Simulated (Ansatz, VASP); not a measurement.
**ZnO in VASP and in Ansatz**

The input INCAR:

```
SYSTEM = ZnO
PREC     = Accurate       ! precision mode
ENCUT    = 600            ! plane-wave cutoff, eV
EDIFF    = 1E-7           ! SCF threshold, eV
ISMEAR   = 0              ! smearing method
SIGMA    = 0.02           ! smearing width, eV
LREAL    = .FALSE.        ! projectors in reciprocal space
LASPH    = .TRUE.         ! aspherical terms in the spheres
NELM     = 120            ! most SCF steps
ALGO     = Normal         ! electronic algorithm
ISIF     = 3              ! what is computed and relaxed
LWAVE    = .FALSE.        ! write WAVECAR
LCHARG   = .FALSE.        ! write CHGCAR
IBRION   = 2              ! ionic algorithm
NSW      = 100            ! ionic steps
EDIFFG   = -0.002         ! ionic threshold
GGA_COMPAT= .FALSE.      
NELMIN   = 4
```

File KPOINTS:

```
Automatic mesh
0
G
  9 9 6
  0 0 0
```

POSCAR

```
ZnO
1.0
    3.2327256200      0.0000000000      0.0000000000
   -1.6163628100      2.7996225103      0.0000000000
    0.0000000000      0.0000000000      5.2370155043
Zn O
2 2
Direct
    0.3333333333      0.6666666667      0.0000000000
    0.6666666667      0.3333333333      0.5000000000
    0.3333333333      0.6666666667      0.3780000000
    0.6666666667      0.3333333333      0.8780000000
```

Input for Ansatz:

```yaml
crystal:
  lattice:
    - [3.23272562, 0.0, 0.0]
    - [-1.61636281, 2.7996225103, 0.0]
    - [0.0, 0.0, 5.2370155043]
  atoms:
    - { symbol: Zn, position: [0.3333333333, 0.6666666667, 0.0] }
    - { symbol: Zn, position: [0.6666666667, 0.3333333333, 0.5] }
    - { symbol: O, position: [0.3333333333, 0.6666666667, 0.378] }
    - { symbol: O, position: [0.6666666667, 0.3333333333, 0.878] }
basis:
  ecutwfc: 420
kpoints:
  mp_grid: { grid: [9, 9, 6] }
hamiltonian:
  xc: lda
  pseudopotentials: { kind: paw }
scf:
  occupations: { method: gaussian, width: 0.02 }
output:
  forces: true
  stress: true
  eigenvalues: true
relax:
  adjacent_minimum: "off"
  f_tol: 0.002
  max_steps: 80
  cell: { stress_tol: 0.02 }
```

Alike in both runs: task relaxation of cell and atoms; functional LDA; k mesh 9 × 9 × 6; occupations gaussian, width 0.02 eV; no spin polarisation.

```csv
,VASP,Ansatz
version,VASP 6.6.1,Ansatz 0.2.0
potentials or method,"VASP PAW LDA potentials, release 64 (Zn, O), cutoff 600 eV","scalar-relativistic, plane waves, PAW"
valence electrons in the cell,36,36
```

```tsv
	VASP	Ansatz	Ansatz less VASP
gap on the k mesh at the Fermi level, each at its own relaxed structure (eV)	0.80	0.80	+0.001
relaxed volume (Å³/atom)	11.41	11.33	-0.074
relaxed cell length with the largest relative difference (Å)	5.164	5.153	-0.0115
```

LDA's correlation is that of Perdew and Zunger in VASP and of Perdew and Wang (1992) in Ansatz.
